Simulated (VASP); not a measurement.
# AlCo (Pm-3m) in VASP: single point with PBE

Aim: the single point of AlCo with PBE.

All numbers are computed with VASP 6.6.1; they aren't measurements. Logs are shortened: lines on timing, memory, paths and dates and some standing lists are left out, and cuts for length are marked.

### Step 1. The cell of the first run

The structure is cubic, space group Pm-3m (No. 221). Conventional cell: a = 2.819 Å, b = 2.819 Å, c = 2.819 Å, α = 90.00°, β = 90.00°, γ = 90.00°. Al (site symmetry m-3m) has 8 Co at 2.44 Å and 6 Al at 2.82 Å within 3.2 Å. Co (site symmetry m-3m) has 8 Al at 2.44 Å and 6 Co at 2.82 Å within 3.2 Å.

### Step 2. Single point, PBE, collinear spin, ferromagnetic start

Input file INCAR:

```
SYSTEM = AlCo
ALGO     = Normal         ! electronic algorithm
EDIFF    = 1E-6           ! SCF threshold, eV
ENCUT    = 520            ! plane-wave cutoff, eV
GGA      = PE             ! functional
ISIF     = 2              ! what is computed and relaxed
ISMEAR   = -1             ! smearing method
ISPIN    = 2              ! spin polarisation
LASPH    = .TRUE.         ! aspherical terms in the spheres
LCHARG   = .FALSE.        ! write CHGCAR
LMAXMIX  = 4              ! l up to which the mixer works
LORBIT   = 11             ! projections on sites
LREAL    = .FALSE.        ! projectors in reciprocal space
LWAVE    = .FALSE.        ! write WAVECAR
MAGMOM   = 0 2.5          ! initial moments
NBANDS   = 17             ! bands
NELM     = 150            ! most SCF steps
PREC     = Accurate       ! precision mode
SIGMA    = 0.1            ! smearing width, eV
```

Input file KPOINTS:

```
k-points
0
G
  10 10 10
  0 0 0
```

Input file POSCAR:

```
AlCo
1.0
    2.8194030000      0.0000000000      0.0000000000
    0.0000000000      2.8194030000      0.0000000000
    0.0000000000      0.0000000000      2.8194030000
Al Co
1 1
Direct
    0.0000000000      0.0000000000      0.0000000000
    0.5000000000      0.5000000000      0.5000000000
```

Potentials or basis: VASP PAW PBE potentials, release 64 (Al, Co).

Launch:

```sh
$ cat potpaw_PBE.64/Al/POTCAR potpaw_PBE.64/Co/POTCAR > POTCAR
$ mpirun -np 1 vasp_std > vasp.out
```

OUTCAR:

```text
SYSTEM = AlCo
   EDIFF = 1E-6
   ENCUT = 520
   GGA = PE
   ISIF = 2
   ISMEAR = -1
   ISPIN = 2
   LASPH = .TRUE.
   LORBIT = 11
   LREAL = .FALSE.
   NELM = 150
   PREC = Accurate

 ion  position               nearest neighbor table
   1  0.000  0.000  0.000-   2 2.44   2 2.44   2 2.44   2 2.44   2 2.44   2 2.44   2 2.44   2 2.44

   2  0.500  0.500  0.500-   1 2.44   1 2.44   1 2.44   1 2.44   1 2.44   1 2.44   1 2.44   1 2.44

  LATTYP: Found a simple cubic cell.
 ALAT       =     2.8194030000

  Lattice vectors:

 A1 = (   2.8194030000,   0.0000000000,   0.0000000000)
 A2 = (   0.0000000000,   2.8194030000,   0.0000000000)
 A3 = (   0.0000000000,   0.0000000000,   2.8194030000)

Analysis of symmetry for initial positions (statically):
=====================================================================
 Subroutine PRICEL returns:
 Original cell was already a primitive cell.

 Routine SETGRP: Setting up the symmetry group for a
 simple cubic supercell.

 Subroutine GETGRP returns: Found 48 space group operations
 (whereof 48 operations were pure point group operations)
 out of a pool of 48 trial point group operations.

The static configuration has the point symmetry O_h .

Analysis of symmetry for dynamics (positions and initial velocities):
=====================================================================
 Subroutine PRICEL returns:
 Original cell was already a primitive cell.

 Routine SETGRP: Setting up the symmetry group for a
 simple cubic supercell.

 Subroutine GETGRP returns: Found 48 space group operations
 (whereof 48 operations were pure point group operations)
 out of a pool of 48 trial point group operations.

The dynamic configuration has the point symmetry O_h .

Analysis of structural, dynamic, and magnetic symmetry:
=====================================================================
 Subroutine PRICEL returns:
 Original cell was already a primitive cell.

 Routine SETGRP: Setting up the symmetry group for a
 simple cubic supercell.

 Subroutine GETGRP returns: Found 48 space group operations
 (whereof 48 operations were pure point group operations)
 out of a pool of 48 trial point group operations.

The overall configuration has the point symmetry O_h .

 Subroutine INISYM returns: Found 48 space group operations
 (whereof 48 operations are pure point group operations),
 and found     1 'primitive' translations

----------------------------------------------------------------------------------------

                                     Primitive cell

  volume of cell :      22.4115

  direct lattice vectors                    reciprocal lattice vectors
     2.819403000  0.000000000  0.000000000     0.354685017  0.000000000  0.000000000
     0.000000000  2.819403000  0.000000000     0.000000000  0.354685017  0.000000000
     0.000000000  0.000000000  2.819403000     0.000000000  0.000000000  0.354685017

  length of vectors
     2.819403000  2.819403000  2.819403000     0.354685017  0.354685017  0.354685017

  position of ions in fractional coordinates (direct lattice)
     0.000000000  0.000000000  0.000000000
     0.500000000  0.500000000  0.500000000

  ion indices of the primitive-cell ions
   primitive index   ion index
                 1           1
                 2           2

----------------------------------------------------------------------------------------

 KPOINTS: k-points

Automatic generation of k-mesh.
 Grid dimensions read from file:
 generate k-points for:   10   10   10

 Generating k-lattice:

  Cartesian coordinates                     Fractional coordinates (reciprocal lattice)
     0.035468502  0.000000000  0.000000000     0.100000000  0.000000000  0.000000000
     0.000000000  0.035468502  0.000000000     0.000000000  0.100000000  0.000000000
     0.000000000  0.000000000  0.035468502     0.000000000  0.000000000  0.100000000

  Length of vectors
     0.035468502  0.035468502  0.035468502

  Shift w.r.t. Gamma in fractional coordinates (k-lattice)
     0.000000000  0.000000000  0.000000000

 Subroutine IBZKPT returns following result:
 ===========================================

 Found     56 irreducible k-points:

 Following reciprocal coordinates:
            Coordinates               Weight
  0.000000  0.000000  0.000000      1.000000
  0.100000  0.000000  0.000000      6.000000
  0.200000  0.000000  0.000000      6.000000
  0.300000  0.000000  0.000000      6.000000
  0.400000  0.000000  0.000000      6.000000
  0.500000  0.000000  0.000000      3.000000
[... 16 lines left out ...]
  0.200000  0.100000  0.100000     24.000000
  0.300000  0.100000  0.100000     24.000000
 [... further k-points ...]
   k-points           NKPTS =     56   k-points in BZ     NKDIM =     56   number of bands    NBANDS=     17
   number of dos      NEDOS =    301   number of ions     NIONS =      2
   total plane-waves  NPLWV =  13824
   dimension x,y,z NGX =    24 NGY =   24 NGZ =   24
   dimension x,y,z NGXF=    48 NGYF=   48 NGZF=   48
   ions per type =               1   1
   NGX,Y,Z   is equivalent  to a cutoff of  14.15, 14.15, 14.15 a.u.
   NGXF,Y,Z  is equivalent  to a cutoff of  28.30, 28.30, 28.30 a.u.
 SYSTEM =  AlCo
   PREC   = accura    normal or accurate (medium, high low for compatibility)
   ISTART =      0    job   : 0-new  1-cont  2-samecut
   ICHARG =      2    charge: 1-file 2-atom 10-const
   ISPIN  =      2    spin polarized calculation?
   LNONCOLLINEAR =      F non collinear calculations
   LSORBIT =      F    spin-orbit coupling
   LASPH  =      T    aspherical Exc in radial PAW
   ENCUT  =  520.0 eV  38.22 Ry    6.18 a.u.   5.24  5.24  5.24*2*pi/ulx,y,z
   NELM   =    150;   NELMIN=  2; NELMDL= -5     # of ELM steps
   EDIFF  = 0.1E-05   stopping-criterion for ELM
   LREAL  =      F    real-space projection
   EDIFFG = 0.1E-04   stopping-criterion for IOM
   NSW    =      0    number of steps for IOM
   IBRION =     -1    ionic relax: 0-MD 1-quasi-New 2-CG
   NFREE  =      0    steps in history (QN), initial steepest desc. (CG)
   ISIF   =      2    stress and relaxation
   ISYM   =      2    0-nonsym 1-usesym 2-fastsym
   POTIM  = 0.5000    time-step for ionic-motion
   TEBEG  =    0.0;   TEEND  =   0.0 temperature during run
   PSTRESS=    0.0 pullay stress
   NELECT =      12.0000    total number of electrons
   NUPDOWN=      -1.0000    fix difference up-down
   EMIN   =  10.00;   EMAX   =-10.00  energy-range for DOS
   EFERMI =   0.00;   METHOD = LEGACY
   ISMEAR =    -1;   SIGMA  =   0.10  broadening in eV -4-tet -1-fermi 0-gaus
   EFERMI_NEDOS =   21; number of points for ismear=-14 and -15
   IALGO  =     38    algorithm
   IMIX   =      4    mixing-type and parameters
     AMIX     =   0.40;   BMIX     =  1.00
     AMIX_MAG =   1.60;   BMIX_MAG =  1.00
  volume/ion in A,a.u.               =      11.21        75.62
  Fermi-wavevector in a.u.,A,eV,Ry     =   1.329367  2.512139 24.044427  1.767215
  Thomas-Fermi vector in A             =   2.458534
   LORBIT       =     11    0 simple, 1 ext, 2 COOP (PROOUT), +10 PAW based schemes
   GGA     = PE    functional components
   LHFCALC =     F    Hartree Fock is set to
   AEXX    =    0.0000 exact exchange contribution
   IVDW    =     0    specifies the selected vdW correction
   LEPSILON=     F    determine dielectric tensor
   LRPA    =     F    only Hartree local field effects (RPA)
 spin polarized calculation
  energy-cutoff  :      520.00
  volume of cell :       22.41
 maximum number of plane-waves:       624
 NGX is ok and might be reduce to    24
   NGX = 11   NGY = 11   NGZ = 11

 number of electron      11.9999996 magnetization       0.0007487

 Free energy of the ion-electron system (eV)
  ---------------------------------------------------
  ext. energy  EPLUGINS =         0.00000000
  ---------------------------------------------------
  free energy    TOTEN  =       -11.98777786 eV

  energy without entropy =      -11.96070749  energy(sigma->0) =      -11.97424268

 E-fermi :  10.9695     XC(G=0): -12.4237

 val. band max:       10.9609475192   @ k =   0.5000   0.4000   0.1000
 cond. band min:      11.0860183985   @ k =   0.5000   0.3000   0.0000
 fundamental gap:      0.1250708793
 Fermi energy:        10.9694529069

 spin component 1

 k-point     1 :       0.0000    0.0000    0.0000
  band No.  band energies     occupation
      1      -0.2803      1.00000
      2       7.9045      1.00000
      3       7.9045      1.00000
      4      10.1302      0.99977
      5      10.1302      0.99977
      6      10.1302      0.99977
[... 9 lines left out ...]
     16      34.9902      0.00000
     17      34.9902      0.00000
[... 441 lines left out ...]
 k-point    24 :       0.3000    0.1000    0.1000
  band No.  band energies     occupation
      1       1.7812      1.00000
      2       7.2351      1.00000
      3       8.3165      1.00000
      4       9.3548      1.00000
      5       9.4572      1.00000
      6      10.0142      0.99993
[... 9 lines left out ...]
     16      32.3691      0.00000
     17      33.4628      0.00000

 [... further k-points ...]

 spin component 2

 k-point     1 :       0.0000    0.0000    0.0000
  band No.  band energies     occupation
      1      -0.2805      1.00000
      2       7.9059      1.00000
      3       7.9059      1.00000
      4      10.1305      0.99977
      5      10.1305      0.99977
      6      10.1305      0.99977
[... 9 lines left out ...]
     16      34.9900      0.00000
     17      34.9900      0.00000
[... 441 lines left out ...]
 k-point    24 :       0.3000    0.1000    0.1000
  band No.  band energies     occupation
      1       1.7810      1.00000
      2       7.2357      1.00000
      3       8.3179      1.00000
      4       9.3552      1.00000
      5       9.4576      1.00000
      6      10.0145      0.99993
[... 9 lines left out ...]
     16      32.3692      0.00000
     17      33.4628      0.00000

 [... further k-points ...]
[... 5 lines left out ...]
  --------------------------------------------------------------------------------------
  -------------------------------------------------------------------------------------
  Total        0.9421011      0.9421011      0.9421011      0.0000000     -0.0000000      0.0000000
  in kB       67.3498491     67.3498491     67.3498491      0.0000000     -0.0000000      0.0000000
  external PRESSURE =      67.3498491 kB  Pullay stress =       0.0000000 kB

 VOLUME and BASIS-vectors are now :
 -----------------------------------------------------------------------------
  energy-cutoff  :      520.00
  volume of cell :       22.41
      direct lattice vectors                 reciprocal lattice vectors
     2.819403000  0.000000000  0.000000000     0.354685017  0.000000000  0.000000000
     0.000000000  2.819403000  0.000000000     0.000000000  0.354685017  0.000000000
     0.000000000  0.000000000  2.819403000     0.000000000  0.000000000  0.354685017

 POSITION                                       TOTAL-FORCE (eV/Angst)
 -----------------------------------------------------------------------------------
      0.00000      0.00000      0.00000         0.000000      0.000000      0.000000
      1.40970      1.40970      1.40970         0.000000      0.000000      0.000000
 -----------------------------------------------------------------------------------
    total drift:                                0.000000     -0.000000     -0.000000

  FREE ENERGIE OF THE ION-ELECTRON SYSTEM (eV)
  ---------------------------------------------------
  free  energy   TOTEN  =       -11.9877778617 eV

  energy  without entropy=      -11.9607074947  energy(sigma->0) =      -11.97424268

 total charge

# of ion       s       p       d       tot
------------------------------------------
    1        0.399   0.443   0.000   0.842
    2        0.447   0.535   7.530   8.513
--------------------------------------------------
tot          0.846   0.978   7.530   9.355

 magnetization (x)

# of ion       s       p       d       tot
------------------------------------------
    1       -0.000  -0.000   0.000  -0.000
    2       -0.000  -0.000   0.001   0.001
--------------------------------------------------
tot         -0.000  -0.000   0.001   0.001
```

Run time: 17 s. Hardware: 1 thread of Intel Xeon Platinum 8559C (Emerald Rapids), shared host; peak memory 0.17 GiB.

What came out:

```yaml
Free_energy: -11.9878 eV
Pressure: 6.7 GPa
Band_gap_on_the_k_mesh: zero (filled and empty bands overlap)
Net_moment: 0.00 μB per cell
Valence_electrons_inside_the_program's_atomic_spheres: Al 0.84; Co 8.51
```

Caveat: the starting moments collapsed, and a magnetic state may lie lower.
